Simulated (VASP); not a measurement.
# HfN (Fm-3m) in VASP: a series of runs

HfN is run at these levels: PBEsol; tasks: vibrations by perturbation theory.

Everything below comes from runs of VASP 6.6.1. Logs are shortened: lines on timing, memory, paths and dates and some standing lists are left out, and cuts for length are marked.

## Step 1: The cell of the first run

The structure is cubic, space group Fm-3m (No. 225). The conventional cell has a = 4.427 Å, b = 4.427 Å, c = 4.427 Å, α = 90.00°, β = 90.00°, γ = 90.00°. Within 2.9 Å of Hf (site symmetry m-3m) lie 6 N at 2.21 Å. N (site symmetry m-3m) has 6 Hf at 2.21 Å within 2.9 Å.

## Step 2: Vibrations by perturbation theory, PBEsol

Contents of INCAR:

```
SYSTEM = HfN
PREC     = Accurate       ! precision mode
ENCUT    = 520            ! plane-wave cutoff, eV
EDIFF    = 1E-8           ! SCF threshold, eV
ISMEAR   = -1             ! smearing method
SIGMA    = 0.15           ! smearing width, eV
LREAL    = .FALSE.        ! projectors in reciprocal space
LASPH    = .TRUE.         ! aspherical terms in the spheres
NELM     = 80             ! most SCF steps
ALGO     = Normal         ! electronic algorithm
ISIF     = 2              ! what is computed and relaxed
LWAVE    = .FALSE.        ! write WAVECAR
LCHARG   = .FALSE.        ! write CHGCAR
GGA      = PS             ! functional
IBRION   = 8              ! ionic algorithm
NSW      = 1              ! ionic steps
```

Contents of KPOINTS:

```
regular mesh
0
G
  16 16 16
  0 0 0
```

Contents of POSCAR:

```
HfN
1.0
    0.0000000000      2.2134303905      2.2134303905
    2.2134303905      0.0000000000      2.2134303905
    2.2134303905      2.2134303905      0.0000000000
Hf N
1 1
Direct
    0.0000000000      0.0000000000      0.0000000000
    0.5000000000      0.5000000000      0.5000000000
```

Potentials or basis: VASP PAW PBE potentials, release 64 (Hf_pv, N).

On the command line:

```
$ cat potpaw_PBE.64/Hf_pv/POTCAR potpaw_PBE.64/N/POTCAR > POTCAR
$ mpirun -np 1 vasp_std > vasp.out
```

OUTCAR:

```text
SYSTEM = HfN
   PREC = Accurate
   ENCUT = 520
   EDIFF = 1E-8
   ISMEAR = -1
   LREAL = .FALSE.
   LASPH = .TRUE.
   NELM = 80
   ISIF = 2
   GGA = PS
   IBRION = 8
   NSW = 1

 ion  position               nearest neighbor table
   1  0.000  0.000  0.000-   2 2.21   2 2.21   2 2.21   2 2.21   2 2.21   2 2.21
   2  0.500  0.500  0.500-   1 2.21   1 2.21   1 2.21   1 2.21   1 2.21   1 2.21

  LATTYP: Found a face centered cubic cell.
 ALAT       =     4.4268607810

  Lattice vectors:

 A1 = (   0.0000000000,   2.2134303905,   2.2134303905)
 A2 = (   2.2134303905,   0.0000000000,   2.2134303905)
 A3 = (   2.2134303905,   2.2134303905,   0.0000000000)

Analysis of symmetry for initial positions (statically):
=====================================================================
 Subroutine PRICEL returns:
 Original cell was already a primitive cell.

 Routine SETGRP: Setting up the symmetry group for a
 face centered cubic supercell.

 Subroutine GETGRP returns: Found 48 space group operations
 (whereof 48 operations were pure point group operations)
 out of a pool of 48 trial point group operations.

The static configuration has the point symmetry O_h .

Analysis of symmetry for dynamics (positions and initial velocities):
=====================================================================
 Subroutine PRICEL returns:
 Original cell was already a primitive cell.

 Routine SETGRP: Setting up the symmetry group for a
 face centered cubic supercell.

 Subroutine GETGRP returns: Found 48 space group operations
 (whereof 48 operations were pure point group operations)
 out of a pool of 48 trial point group operations.

The dynamic configuration has the point symmetry O_h .

 Subroutine INISYM returns: Found 48 space group operations
 (whereof 48 operations are pure point group operations),
 and found     1 'primitive' translations

[... 496 lines left out ...]
  external PRESSURE =     137.9848091 kB  Pullay stress =       0.0000000 kB

 VOLUME and BASIS-vectors are now :
 -----------------------------------------------------------------------------
  energy-cutoff  :      520.00
  volume of cell :       21.69
      direct lattice vectors                 reciprocal lattice vectors
     0.000000000  2.213430391  2.213430391    -0.225893709  0.225893709  0.225893709
     2.213430391  0.000000000  2.213430391     0.225893709 -0.225893709  0.225893709
     2.213430391  2.213430391  0.000000000     0.225893709  0.225893709 -0.225893709

 POSITION                                       TOTAL-FORCE (eV/Angst)
 -----------------------------------------------------------------------------------
      0.00000      0.00000      0.00000        -0.000000      0.000000     -0.000000
      2.21343      2.21343      2.21343         0.000000     -0.000000      0.000000
 -----------------------------------------------------------------------------------
    total drift:                                0.000000     -0.000000     -0.000000

  FREE ENERGIE OF THE ION-ELECTRON SYSTEM (eV)
  ---------------------------------------------------
  free  energy   TOTEN  =       -22.9752004668 eV

  energy  without entropy=      -22.9348940368  energy(sigma->0) =      -22.95504725

[... ionic steps 2 to 3 ...]

--------------------------------------- Ionic step        4  -------------------------------------------

------------------------ aborting loop because EDIFF is reached ----------------------------------------

[... ionic steps 5 to 6 ...]

--------------------------------------- Ionic step        7  -------------------------------------------

 Free energy of the ion-electron system (eV)
  ---------------------------------------------------
  ---------------------------------------------------
  free energy    TOTEN  =        -0.23313834 eV

  energy without entropy =       -0.23313834

------------------------ aborting loop because EDIFF is reached ----------------------------------------

 INTERNAL STRAIN TENSOR  FOR ION    2  DIRECTION 1   (eV/Angst):
 -----------------------------------------------------------------------------
     0.01496  0.00000 -0.00000
    -0.00000 -0.01009  0.00000
     0.00000  0.00000 -0.01009

 INTERNAL STRAIN TENSOR FOR ION    2 for displacements in x,y,z  (eV/Angst):
          X           Y           Z          XY          YZ          ZX
  --------------------------------------------------------------------------------
  x     0.00000     0.00000     0.00000     0.00000     0.00000     0.00000
  y     0.00000     0.00000     0.00000     0.00000     0.00000     0.00000
  z     0.00000     0.00000     0.00000     0.00000     0.00000     0.00000

 SECOND DERIVATIVES (NOT SYMMETRIZED)
 ------------------------------------
               1X          1Y          1Z          2X          2Y          2Z
  1X   -14.657678    0.000000    0.000000   14.657678    0.000000    0.000000
  1Y     0.000000  -14.657678    0.000000    0.000000   14.657678    0.000000
  1Z     0.000000    0.000000  -14.657678    0.000000    0.000000   14.657678
  2X    14.664256    0.000000    0.000000  -14.664256    0.000000    0.000000
  2Y     0.000000   14.664256    0.000000    0.000000  -14.664256    0.000000
  2Z     0.000000    0.000000   14.664256    0.000000    0.000000  -14.664256

 Eigenvectors and eigenvalues of the dynamical matrix
 ----------------------------------------------------

   1 f  =   16.614696 THz   104.393213 2PiTHz  554.206600 cm-1    68.712830 meV
             X         Y         Z           dx          dy          dz
      0.000000  0.000000  0.000000     0.000000   -0.269640   -0.000000
      2.213430  2.213430  2.213430     0.000000    0.962961    0.000000
[... 21 lines left out ...]
   6 f/i=    0.000968 THz     0.006080 2PiTHz    0.032279 cm-1     0.004002 meV
             X         Y         Z           dx          dy          dz
      0.000000  0.000000  0.000000     0.004674   -0.649875    0.710587
      2.213430  2.213430  2.213430     0.001309   -0.181972    0.198972

--------------------------------------------------------------------------------------------------------

 ELASTIC MODULI CONTR FROM IONIC RELAXATION (kBar)
 Direction    XX          YY          ZZ          XY          YZ          ZX
 --------------------------------------------------------------------------------
 XX           0.0000      0.0000      0.0000      0.0000      0.0000      0.0000
 YY           0.0000      0.0000      0.0000      0.0000      0.0000      0.0000
 ZZ           0.0000      0.0000      0.0000      0.0000      0.0000      0.0000
 XY           0.0000      0.0000      0.0000      0.0000      0.0000      0.0000
 YZ           0.0000      0.0000      0.0000      0.0000      0.0000      0.0000
 ZX           0.0000      0.0000      0.0000      0.0000      0.0000      0.0000
 --------------------------------------------------------------------------------
```

stdout:

```text
POSCAR found type information on POSCAR HfN
 POSCAR found :  2 types and       2 ions
 scaLAPACK will be used
 -----------------------------------------------------------------------------
|                                                                             |
|                                                                             |
|     You enforced a specific xc type in the INCAR file but a different       |
|     I HOPE YOU KNOW WHAT YOU ARE DOING!                                     |
|                                                                             |
 -----------------------------------------------------------------------------

 LDA part: xc-table for (Slater+PW92), standard interpolation
 POSCAR, INCAR and KPOINTS ok, starting setup
 FFT: planning ... GRIDC
 FFT: planning ... GRID_SOFT
 FFT: planning ... GRID
 WAVECAR not read
 entering main loop
 Linear response reoptimize wavefunctions to high precision
 Linear response DOF=           2
 Linear response progress:
 first order change of Fermi-energy   0.90301E-04
 force on displaced ion       1 direction 1 : -14.658   0.000   0.000
 Linear response progress:
 first order change of Fermi-energy   0.68880E-04
 force on displaced ion       2 direction 1 : -14.664   0.000   0.000
 Linear response finished
```

Run time: 16 min. Hardware: 1 thread of AMD EPYC 7R13, shared host; peak memory 0.32 GiB.

Results:

```yaml
Highest_phonon_frequency_at_Γ: 554 cm⁻¹
```

Phonon frequencies in cm⁻¹ (negative: imaginary):
```tsv
q point	frequencies
(0.000, 0.000, 0.000)	0 0 0 554 554 554
```

Caveat: the cell stands under pressure or tension, which shifts response properties; the PAW data sets were made with another functional, which shifts forces and pressure a little; spin-orbit coupling is left out, which moves the levels of the heavy elements.

## Step 3: Vibrations by perturbation theory, PBEsol

This run uses another cell than the first one, of 11.37 Å³/atom.

Contents of INCAR:

```
PREC = Accurate
ENCUT = 520
EDIFF = 1E-8
ISMEAR = -1
SIGMA = 0.15
LREAL = F
LASPH = T
NELM = 80
ALGO = Normal
ISIF = 2
LWAVE = F
LCHARG = F
GGA = PS
IBRION = 8
NSW = 1
```

Contents of KPOINTS:

```
Automatic mesh
0
Gamma
  16 16 16
```

Contents of POSCAR:

```
HfN
1.0
    0.0000000000      2.2485835628      2.2485835628
    2.2485835628      0.0000000000      2.2485835628
    2.2485835628      2.2485835628      0.0000000000
Hf N
1 1
Direct
    0.0000000000      0.0000000000      0.0000000000
    0.5000000000      0.5000000000      0.5000000000
```

Potentials or basis: VASP PAW PBE potentials, release 64 (Hf_pv, N).

On the command line:

```
$ cat potpaw_PBE.64/Hf_pv/POTCAR potpaw_PBE.64/N/POTCAR > POTCAR
$ mpirun -np 1 vasp_std > vasp.out
```

OUTCAR:

```text
PREC = Accurate
   ENCUT = 520
   EDIFF = 1E-8
   ISMEAR = -1
   LREAL = F
   LASPH = T
   NELM = 80
   ISIF = 2
   GGA = PS
   IBRION = 8
   NSW = 1

 ion  position               nearest neighbor table
   1  0.000  0.000  0.000-   2 2.25   2 2.25   2 2.25   2 2.25   2 2.25   2 2.25
   2  0.500  0.500  0.500-   1 2.25   1 2.25   1 2.25   1 2.25   1 2.25   1 2.25

  LATTYP: Found a face centered cubic cell.
 ALAT       =     4.4971671256

  Lattice vectors:

 A1 = (   0.0000000000,   2.2485835628,   2.2485835628)
 A2 = (   2.2485835628,   0.0000000000,   2.2485835628)
 A3 = (   2.2485835628,   2.2485835628,   0.0000000000)

Analysis of symmetry for initial positions (statically):
=====================================================================
 Subroutine PRICEL returns:
 Original cell was already a primitive cell.

 Routine SETGRP: Setting up the symmetry group for a
 face centered cubic supercell.

 Subroutine GETGRP returns: Found 48 space group operations
[... 563 lines left out ...]
 -----------------------------------------------------------------------------
     0.00829  0.00000  0.00000
    -0.00000 -0.00606 -0.00000
     0.00000 -0.00000 -0.00606

 INTERNAL STRAIN TENSOR FOR ION    2 for displacements in x,y,z  (eV/Angst):
          X           Y           Z          XY          YZ          ZX
  --------------------------------------------------------------------------------
  x     0.00000     0.00000     0.00000     0.00000     0.00000     0.00000
  y     0.00000     0.00000     0.00000     0.00000     0.00000     0.00000
  z     0.00000     0.00000     0.00000     0.00000     0.00000     0.00000

 SECOND DERIVATIVES (NOT SYMMETRIZED)
 ------------------------------------
               1X          1Y          1Z          2X          2Y          2Z
  1X   -12.209966    0.000000    0.000000   12.209966    0.000000    0.000000
  1Y     0.000000  -12.209966    0.000000    0.000000   12.209966    0.000000
  1Z     0.000000    0.000000  -12.209966    0.000000    0.000000   12.209966
  2X    12.209721    0.000000    0.000000  -12.209721    0.000000    0.000000
  2Y     0.000000   12.209721    0.000000    0.000000  -12.209721    0.000000
  2Z     0.000000    0.000000   12.209721    0.000000    0.000000  -12.209721

 Eigenvectors and eigenvalues of the dynamical matrix
 ----------------------------------------------------

   1 f  =   15.160819 THz    95.258233 2PiTHz  505.710476 cm-1    62.700080 meV
             X         Y         Z           dx          dy          dz
      0.000000  0.000000  0.000000     0.000000    0.269698    0.000000
      2.248584  2.248584  2.248584     0.000000   -0.962945    0.000000
[... 21 lines left out ...]
   6 f/i=    0.000040 THz     0.000249 2PiTHz    0.001320 cm-1     0.000164 meV
             X         Y         Z           dx          dy          dz
      0.000000  0.000000  0.000000     0.000000    0.000000    0.962945
      2.248584  2.248584  2.248584     0.000000    0.000000    0.269698

--------------------------------------------------------------------------------------------------------

 ELASTIC MODULI CONTR FROM IONIC RELAXATION (kBar)
 Direction    XX          YY          ZZ          XY          YZ          ZX
 --------------------------------------------------------------------------------
 XX           0.0000      0.0000      0.0000      0.0000      0.0000      0.0000
 YY           0.0000      0.0000      0.0000      0.0000      0.0000      0.0000
 ZZ           0.0000      0.0000      0.0000      0.0000      0.0000      0.0000
 XY           0.0000      0.0000      0.0000      0.0000      0.0000      0.0000
 YZ           0.0000      0.0000      0.0000      0.0000      0.0000      0.0000
 ZX           0.0000      0.0000      0.0000      0.0000      0.0000      0.0000
 --------------------------------------------------------------------------------
```

stdout:

```text
POSCAR found type information on POSCAR HfN
 POSCAR found :  2 types and       2 ions
 scaLAPACK will be used
 -----------------------------------------------------------------------------
|                                                                             |
|                                                                             |
|     You enforced a specific xc type in the INCAR file but a different       |
|     I HOPE YOU KNOW WHAT YOU ARE DOING!                                     |
|                                                                             |
 -----------------------------------------------------------------------------

 LDA part: xc-table for (Slater+PW92), standard interpolation
 POSCAR, INCAR and KPOINTS ok, starting setup
 FFT: planning ... GRIDC
 FFT: planning ... GRID_SOFT
 FFT: planning ... GRID
 WAVECAR not read
 entering main loop
 Linear response reoptimize wavefunctions to high precision
 Linear response DOF=           2
 Linear response progress:
 first order change of Fermi-energy   0.19584E-03
 force on displaced ion       1 direction 1 : -12.210   0.000   0.000
 Linear response progress:
 first order change of Fermi-energy   0.13956E-03
 force on displaced ion       2 direction 1 : -12.210   0.000   0.000
 Linear response finished
```

It took 4.3 min on 1 thread of Intel Xeon 8259CL, shared host; peak memory 0.36 GiB.

Results:

* Highest phonon frequency at Γ: 506 cm⁻¹

Phonon frequencies in cm⁻¹ (negative: imaginary):
| q point | frequencies |
| --- | --- |
| (0.000, 0.000, 0.000) | 0 0 0 506 506 506 |

Caveat: the cell stands under pressure or tension, which shifts response properties; the PAW data sets were made with another functional, which shifts forces and pressure a little; spin-orbit coupling is left out, which moves the levels of the heavy elements.
